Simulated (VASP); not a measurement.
Write the native input for VASP 6.6.1 that does the following.

| Quantity | Value |
| --- | --- |
| Task | single point |
| Functional | BLYP |
| Potentials or basis | VASP PAW PBE potentials, release 64 (Te) |
| Cutoff | 520 eV |
| k mesh | 7 × 7 × 5 |
| Occupations | fermi-dirac, width 0.05 eV |
| Spin | no spin polarisation |
| Dipole correction | no |
| Further INCAR settings | ALGO = Normal; EDIFF = 1e-07; NBANDS = 16 |

The structure of Te lies in POSCAR:

```
Te
1.0
    5.0906031993      0.0000000000      0.0000000000
   -2.5453015996      4.4085916912      0.0000000000
    0.0000000000      0.0000000000      5.6575543093
Te
3
Direct
    0.2204697237      0.0000000000      0.3333333333
    1.0000000000      0.2204697237      0.6666666667
    0.7795302763      0.7795302763      0.0000000000
```

One way to write it, as run:

INCAR

```
SYSTEM = Te
AGGAC = 1.0
AGGAX = 1.0
ALDAC = 0.0
ALDAX = 1.0
ALGO = Normal
EDIFF = 1E-7
ENCUT = 520
GGA = B5
ISIF = 2
ISMEAR = -1
LASPH = .TRUE.
LCHARG = .FALSE.
LREAL = .FALSE.
LWAVE = .FALSE.
NBANDS = 16
NELM = 60
PREC = Accurate
SIGMA = 0.05
```

KPOINTS

```
k-points
0
G
  7 7 5
  0 0 0
```

Potentials or basis: VASP PAW PBE potentials, release 64 (Te).

Command:

```bash
$ cat potpaw_PBE.64/Te/POTCAR > POTCAR
$ mpirun -np 1 vasp_std > vasp.out
```

It gave:

```json
{
  "Pressure": "4.7 GPa",
  "Largest force": "1.316 eV/Å",
  "Band gap on the k mesh": "1.21 eV (least direct gap 1.41 eV)"
}
```

Caveat: the cell stands under pressure; the PAW data sets were made with another functional, which shifts forces and pressure a little; spin-orbit coupling is left out, which moves the levels of the heavy elements.

Run time: 52 s on 1 thread of Intel(R) Xeon(R) 6975P-C (Granite Rapids) (shared host), peak memory 0.25 GiB.
